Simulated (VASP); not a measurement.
# As (R-3m) in VASP: single point with PBEsol

Aim: the single point of As with PBEsol.

All numbers are computed with VASP 6.6.1; they aren't measurements. Logs are shortened: lines on timing, memory, paths and dates and some standing lists are left out, and cuts for length are marked.

### 1 The cell of the first run

Symmetry: R-3m, No. 166, trigonal system. Conventional cell: a = 3.782 Å, b = 3.782 Å, c = 10.104 Å, α = 90.00°, β = 90.00°, γ = 120.00°. As (site symmetry 3m) has 6 As at 2.53 to 3.02 Å within 3.3 Å.

### 2 Single point, PBEsol

Contents of INCAR:

```
PREC     = Accurate       # precision mode
ENCUT    = 520            # plane-wave cutoff, eV
EDIFF    = 1E-6           # SCF threshold, eV
ISMEAR   = 0              # smearing method
SIGMA    = 0.1            # smearing width, eV
LREAL    = F              # projectors in reciprocal space
LASPH    = T              # aspherical terms in the spheres
NELM     = 80             # most SCF steps
ALGO     = Normal         # electronic algorithm
ISIF     = 2              # what is computed and relaxed
LWAVE    = F              # write WAVECAR
LCHARG   = F              # write CHGCAR
GGA      = PS             # functional
NBANDS   = 12             # bands
```

Contents of KPOINTS:

```
regular mesh
0
Gamma
  15 15 15
```

Contents of POSCAR:

```
As
1.0
    1.8909704636      1.0917523062      3.3680827946
   -1.8909704636      1.0917523062      3.3680827946
    0.0000000000     -2.1835046124      3.3680827946
As
2
Direct
    0.2301848449      0.2301848449      0.2301848449
    0.7698151551      0.7698151551      0.7698151551
```

Potentials or basis: VASP PAW PBE potentials, release 64 (As).

On the command line:

```
$ cat potpaw_PBE.64/As/POTCAR > POTCAR
$ mpirun -np 1 vasp_std > vasp.out
```

OUTCAR:

```text
PREC = Accurate
   ENCUT = 520
   EDIFF = 1E-6
   ISMEAR = 0
   LREAL = F
   LASPH = T
   NELM = 80
   ISIF = 2
   GGA = PS

 ion  position               nearest neighbor table
   1  0.230  0.230  0.230-   2 2.53   2 2.53   2 2.53
   2  0.770  0.770  0.770-   1 2.53   1 2.53   1 2.53

  LATTYP: Found a trigonal (rhomboedric) cell.
 ALAT       =     4.0139349900
 COS(alpha) =     0.5561269088

  Lattice vectors:

 A1 = (   1.8909704636,   1.0917523062,   3.3680827946)
 A2 = (  -1.8909704636,   1.0917523062,   3.3680827946)
 A3 = (   0.0000000000,  -2.1835046124,   3.3680827946)

Analysis of symmetry for initial positions (statically):
=====================================================================
 Subroutine PRICEL returns:
 Original cell was already a primitive cell.

 Routine SETGRP: Setting up the symmetry group for a
 trigonal (rhombohedral) supercell.

 Subroutine GETGRP returns: Found 12 space group operations
 (whereof 12 operations were pure point group operations)
 out of a pool of 12 trial point group operations.

The static configuration has the point symmetry D_3d.

Analysis of symmetry for dynamics (positions and initial velocities):
=====================================================================
 Subroutine PRICEL returns:
 Original cell was already a primitive cell.

 Routine SETGRP: Setting up the symmetry group for a
 trigonal (rhombohedral) supercell.

 Subroutine GETGRP returns: Found 12 space group operations
 (whereof 12 operations were pure point group operations)
 out of a pool of 12 trial point group operations.

The dynamic configuration has the point symmetry D_3d.

 Subroutine INISYM returns: Found 12 space group operations
 (whereof 12 operations are pure point group operations),
 and found     1 'primitive' translations

----------------------------------------------------------------------------------------

                                     Primitive cell

  volume of cell :      41.7199

  direct lattice vectors                    reciprocal lattice vectors
     1.890970464  1.091752306  3.368082795     0.264414495  0.152659780  0.098968272
    -1.890970464  1.091752306  3.368082795    -0.264414495  0.152659780  0.098968272
     0.000000000 -2.183504612  3.368082795     0.000000000 -0.305319560  0.098968272

  length of vectors
     4.013934990  4.013934990  4.013934990     0.320959113  0.320959113  0.320959113

  position of ions in fractional coordinates (direct lattice)
     0.230184845  0.230184845  0.230184845
     0.769815155  0.769815155  0.769815155

  ion indices of the primitive-cell ions
   primitive index   ion index
                 1           1
                 2           2

----------------------------------------------------------------------------------------

 KPOINTS: regular mesh

Automatic generation of k-mesh.
 Grid dimensions read from file:
 generate k-points for:   15   15   15

 Generating k-lattice:

  Cartesian coordinates                     Fractional coordinates (reciprocal lattice)
     0.017627633  0.010177319  0.006597885     0.066666667 -0.000000000  0.000000000
    -0.017627633  0.010177319  0.006597885    -0.000000000  0.066666667  0.000000000
     0.000000000 -0.020354637  0.006597885     0.000000000  0.000000000  0.066666667

  Length of vectors
     0.021397274  0.021397274  0.021397274

  Shift w.r.t. Gamma in fractional coordinates (k-lattice)
     0.000000000  0.000000000  0.000000000

 Subroutine IBZKPT returns following result:
 ===========================================

 Found    344 irreducible k-points:

 Following reciprocal coordinates:
            Coordinates               Weight
  0.000000  0.000000  0.000000      1.000000
  0.066667 -0.000000  0.000000      6.000000
  0.133333  0.000000  0.000000      6.000000
  0.200000 -0.000000  0.000000      6.000000
  0.266667  0.000000  0.000000      6.000000
  0.333333 -0.000000 -0.000000      6.000000
[... 16 lines left out ...]
  0.133333  0.133333  0.000000      6.000000
  0.200000  0.133333  0.000000     12.000000
 [... further k-points ...]
   k-points           NKPTS =    344   k-points in BZ     NKDIM =    344   number of bands    NBANDS=     12
   number of dos      NEDOS =    301   number of ions     NIONS =      2
   total plane-waves  NPLWV =  27000
   dimension x,y,z NGX =    30 NGY =   30 NGZ =   30
   dimension x,y,z NGXF=    60 NGYF=   60 NGZF=   60
   ions per type =               2
   NGX,Y,Z   is equivalent  to a cutoff of  12.43, 12.43, 12.43 a.u.
   NGXF,Y,Z  is equivalent  to a cutoff of  24.85, 24.85, 24.85 a.u.
 SYSTEM =  unknown system
   PREC   = accura    normal or accurate (medium, high low for compatibility)
   ISTART =      0    job   : 0-new  1-cont  2-samecut
   ICHARG =      2    charge: 1-file 2-atom 10-const
   ISPIN  =      1    spin polarized calculation?
   LNONCOLLINEAR =      F non collinear calculations
   LSORBIT =      F    spin-orbit coupling
   LASPH  =      T    aspherical Exc in radial PAW
   ENCUT  =  520.0 eV  38.22 Ry    6.18 a.u.   7.46  7.46  7.46*2*pi/ulx,y,z
   NELM   =     80;   NELMIN=  2; NELMDL= -5     # of ELM steps
   EDIFF  = 0.1E-05   stopping-criterion for ELM
   LREAL  =      F    real-space projection
   EDIFFG = 0.1E-04   stopping-criterion for IOM
   NSW    =      0    number of steps for IOM
   IBRION =     -1    ionic relax: 0-MD 1-quasi-New 2-CG
   NFREE  =      0    steps in history (QN), initial steepest desc. (CG)
   ISIF   =      2    stress and relaxation
   ISYM   =      2    0-nonsym 1-usesym 2-fastsym
   POTIM  = 0.5000    time-step for ionic-motion
   TEBEG  =    0.0;   TEEND  =   0.0 temperature during run
   PSTRESS=    0.0 pullay stress
   NELECT =      10.0000    total number of electrons
   NUPDOWN=      -1.0000    fix difference up-down
   EMIN   =  10.00;   EMAX   =-10.00  energy-range for DOS
   EFERMI =   0.00;   METHOD = LEGACY
   ISMEAR =     0;   SIGMA  =   0.10  broadening in eV -4-tet -1-fermi 0-gaus
   EFERMI_NEDOS =   21; number of points for ismear=-14 and -15
   IALGO  =     38    algorithm
   IMIX   =      4    mixing-type and parameters
     AMIX     =   0.40;   BMIX     =  1.00
     AMIX_MAG =   1.60;   BMIX_MAG =  1.00
  volume/ion in A,a.u.               =      20.86       140.77
  Fermi-wavevector in a.u.,A,eV,Ry     =   1.016937  1.921732 14.070601  1.034160
  Thomas-Fermi vector in A             =   2.150309
   LORBIT       =      0    0 simple, 1 ext, 2 COOP (PROOUT), +10 PAW based schemes
   GGA     = PS    functional components
   LHFCALC =     F    Hartree Fock is set to
   AEXX    =    0.0000 exact exchange contribution
   IVDW    =     0    specifies the selected vdW correction
   LEPSILON=     F    determine dielectric tensor
   LRPA    =     F    only Hartree local field effects (RPA)
 non-spin polarized calculation
 Gauss-broadening in eV      SIGMA  =   0.10
  energy-cutoff  :      520.00
  volume of cell :       41.72
 maximum number of plane-waves:      1135
 NGX is ok and might be reduce to    30
   NGX = 15   NGY = 15   NGZ = 15

 number of electron      10.0000000 magnetization

 Free energy of the ion-electron system (eV)
  ---------------------------------------------------
  ext. energy  EPLUGINS =         0.00000000
  ---------------------------------------------------
  free energy    TOTEN  =       -10.21483484 eV

  energy without entropy =      -10.21423614  energy(sigma->0) =      -10.21453549

 E-fermi :   5.6358     XC(G=0): -10.2701

 val. band max:        5.6305413175   @ k =   0.4000   0.2667   0.2667
 cond. band min:       5.6524133178   @ k =   0.3333   0.2000   0.2000
 fundamental gap:      0.0218720003
 Fermi energy:         5.6357698281

 k-point     1 :       0.0000    0.0000    0.0000
  band No.  band energies     occupation
      1      -9.5228      2.00000
      2       0.0788      2.00000
      3       3.2500      2.00000
      4       3.5612      2.00000
      5       3.5612      2.00000
      6       7.7106      0.00000
      7       8.7539      0.00000
      8       8.7539      0.00000
      9      12.0865      0.00000
     10      12.0865      0.00000
     11      12.4980      0.00000
     12      14.1544      0.00000

 k-point     2 :       0.0667   -0.0000    0.0000
  band No.  band energies     occupation
      1      -9.4625      2.00000
      2      -0.1839      2.00000
      3       3.2755      2.00000
      4       3.5300      2.00000
      5       3.6092      2.00000
      6       7.7716      0.00000
      7       8.6075      0.00000
      8       8.6575      0.00000
      9      11.7266      0.00000
     10      12.0218      0.00000
     11      12.1964      0.00000
     12      14.5931      0.00000

 k-point     3 :       0.1333    0.0000    0.0000
  band No.  band energies     occupation
      1      -9.2819      2.00000
      2      -0.8578      2.00000
      3       3.2410      2.00000
      4       3.4472      2.00000
      5       3.8095      2.00000
      6       7.7633      0.00000
      7       8.2679      0.00000
      8       8.3599      0.00000
      9      11.2493      0.00000
     10      11.9517      0.00000
     11      12.1161      0.00000
     12      15.6170      0.00000
[... 286 lines left out ...]
 k-point    23 :       0.1333    0.1333    0.0000
  band No.  band energies     occupation
      1      -9.2217      2.00000
      2      -0.9576      2.00000
      3       2.6707      2.00000
      4       3.0424      2.00000
      5       4.7506      2.00000
      6       6.9149      0.00000
      7       8.1394      0.00000
      8       9.2164      0.00000
      9      11.2285      0.00000
     10      12.4322      0.00000
     11      12.8565      0.00000
     12      14.6519      0.00000

 k-point    24 :       0.2000    0.1333    0.0000
  band No.  band energies     occupation
      1      -9.0136      2.00000
      2      -1.4697      2.00000
      3       2.3965      2.00000
      4       2.8409      2.00000
      5       4.8618      2.00000
      6       6.6659      0.00000
      7       8.2203      0.00000
      8       9.2221      0.00000
      9      10.9217      0.00000
     10      12.7192      0.00000
     11      13.3915      0.00000
     12      15.0671      0.00000

 [... further k-points ...]

------------------------ aborting loop because EDIFF is reached ----------------------------------------

  FORCE on cell =-STRESS in cart. coord.  units (eV):
  Direction    XX          YY          ZZ          XY          YZ          ZX
  --------------------------------------------------------------------------------------
  -------------------------------------------------------------------------------------
  Total        0.1091329      0.1091329      0.0726314      0.0000000      0.0000000      0.0000000
  in kB        4.1910549      4.1910549      2.7892784      0.0000000      0.0000000      0.0000000
  external PRESSURE =       3.7237961 kB  Pullay stress =       0.0000000 kB

 VOLUME and BASIS-vectors are now :
 -----------------------------------------------------------------------------
  energy-cutoff  :      520.00
  volume of cell :       41.72
      direct lattice vectors                 reciprocal lattice vectors
     1.890970464  1.091752306  3.368082795     0.264414495  0.152659780  0.098968272
    -1.890970464  1.091752306  3.368082795    -0.264414495  0.152659780  0.098968272
     0.000000000 -2.183504612  3.368082795     0.000000000 -0.305319560  0.098968272

 POSITION                                       TOTAL-FORCE (eV/Angst)
 -----------------------------------------------------------------------------------
      0.00000      0.00000      2.32584         0.000000      0.000000      0.055355
      0.00000      0.00000      7.77840         0.000000      0.000000     -0.055355
 -----------------------------------------------------------------------------------
    total drift:                               -0.000000     -0.000000      0.000000

  FREE ENERGIE OF THE ION-ELECTRON SYSTEM (eV)
  ---------------------------------------------------
  free  energy   TOTEN  =       -10.2148348435 eV

  energy  without entropy=      -10.2142361388  energy(sigma->0) =      -10.21453549
```

Wall time 2.6 min (1 thread of Intel Xeon 8259CL, shared host); peak memory 0.28 GiB.

What came out:

```
Free energy            : -10.2148 eV
Pressure               : 0.4 GPa
Largest force          : 0.055 eV/Å
Band gap on the k mesh : zero (bands 5 and 6 overlap by 0.14 eV)
```

Forces in eV/Å, atoms in the order of the input:
```
As   0.000  0.000  0.055
As   0.000  0.000 -0.055
```

Stress tensor (GPa, compression positive):
```
0.42 0.00 0.00
0.00 0.42 0.00
0.00 0.00 0.28
```

Levels at points of the mesh, in eV from the Fermi level:
| k point | band 2 | band 3 | band 4 | band 5 | band 6 | band 7 | band 8 | band 9 |
| --- | --- | --- | --- | --- | --- | --- | --- | --- |
| (0.00, 0.00, 0.00) | -5.56 | -2.39 | -2.07 | -2.07 | 2.07 | 3.12 | 3.12 | 6.45 |

Caveat: the PAW data sets were made with another functional, which shifts forces and pressure a little.
